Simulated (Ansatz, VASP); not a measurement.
## SrTiO3: VASP beside Ansatz

Contents of INCAR:

```
SYSTEM = SrTiO3
  PREC = Accurate
  ENCUT = 520
  EDIFF = 1E-6
  ISMEAR = 0
  SIGMA = 0.02
  LREAL = .FALSE.
  LASPH = .TRUE.
  NELM = 60
  ALGO = Normal
  ISIF = 2
  LWAVE = .FALSE.
  LCHARG = .FALSE.
  GGA = PE
  NBANDS = 28
```

Contents of KPOINTS:

```
regular mesh
0
G
  8 8 8
  0 0 0
```

POSCAR

```
SrTiO3
1.0
    3.8967220947      0.0000000000      0.0000000000
    0.0000000000      3.8967220947      0.0000000000
    0.0000000000      0.0000000000      3.8967220947
Sr Ti O
1 1 3
Direct
    0.0000000000      0.0000000000      0.0000000000
    0.5000000000      0.5000000000      0.5000000000
    0.0000000000      0.5000000000      0.5000000000
    0.5000000000      0.0000000000      0.5000000000
    0.5000000000      0.5000000000      0.0000000000
```

Input for Ansatz:

```yaml
crystal:
  lattice:
    - [3.8967220947, 0.0, 0.0]
    - [0.0, 3.8967220947, 0.0]
    - [0.0, 0.0, 3.8967220947]
  atoms:
    - { symbol: Sr, position: [0.0, 0.0, 0.0] }
    - { symbol: Ti, position: [0.5, 0.5, 0.5] }
    - { symbol: O, position: [0.0, 0.5, 0.5] }
    - { symbol: O, position: [0.5, 0.0, 0.5] }
    - { symbol: O, position: [0.5, 0.5, 0.0] }
basis:
  ecutwfc: 420
kpoints:
  mp_grid: { grid: [8, 8, 8] }
hamiltonian:
  xc: pbe
scf:
  occupations: { method: gaussian, width: 0.02 }
output:
  forces: true
  stress: true
  eigenvalues: true
  write_density: true
  write_potential: true
  elf: true
  volumetric_format: npy
```

Alike in both runs: task single point; functional PBE; k mesh 8 × 8 × 8; occupations gaussian, width 0.02 eV; no spin polarisation.

|  | VASP | Ansatz |
| --- | --- | --- |
| version | VASP 6.6.1 | Ansatz 0.2.0 |
| potentials or method | VASP PAW PBE potentials, release 64 (Sr_sv, Ti_sv, O), cutoff 520 eV | scalar-relativistic, plane waves, PAW |
| valence electrons in the cell | 40 | 40 |

Ansatz gave:

* gap on the k mesh at the Fermi level (eV): 1.90
* least direct gap on the mesh (eV): 2.24
* pressure (GPa): 5.5

Problem. Which values does VASP return?

Solution. gap on the k mesh at the Fermi level (eV): 1.87; least direct gap on the mesh (eV): 2.22; pressure (GPa): 6.2.
